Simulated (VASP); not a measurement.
Input of a VASP 6.6.1 run:

INCAR

```
SYSTEM = Mo
  PREC = Accurate
  ENCUT = 520
  EDIFF = 1E-6
  ISMEAR = -1
  SIGMA = 0.05
  LREAL = .False.
  LASPH = .True.
  NELM = 100
  ALGO = Normal
  ISIF = 2
  LWAVE = .False.
  LCHARG = .False.
  LDIPOL = .True.
  IDIPOL = 3
  DIPOL = 0.5 0.5 0.501
  GGA = PE
  NBANDS = 43
```

Contents of KPOINTS:

```
Automatic mesh
0
Gamma
  10 10 1
  0 0 0
```

File POSCAR:

```
Mo
1.0
    2.7210518187      0.0000000000      0.0000000000
   -0.9070172729      2.5654322573      0.0000000000
    0.0000000000      0.0000000000     23.8869180260
Mo
5
Direct
    0.5000000000      0.5000000000      0.3139793921
    0.0000000000      0.0000000000      0.4069896960
    0.5000000000      0.5000000000      0.5013627722
    0.0000000000      0.0000000000      0.5959960380
    0.5000000000      0.5000000000      0.6859365867
```

Potentials or basis: VASP PAW PBE potentials, release 64 (Mo_sv).

The run is started by

```bash
$ cat potpaw_PBE.64/Mo_sv/POTCAR > POTCAR
$ mpirun -np 1 vasp_std > vasp.out
```

(1) What does it give for the band gap on the k mesh?

(2) Estimate the largest force.

Answers

(1) zero (bands 35 and 36 overlap by 2.16 eV).

(2) 0.466 eV/Å.
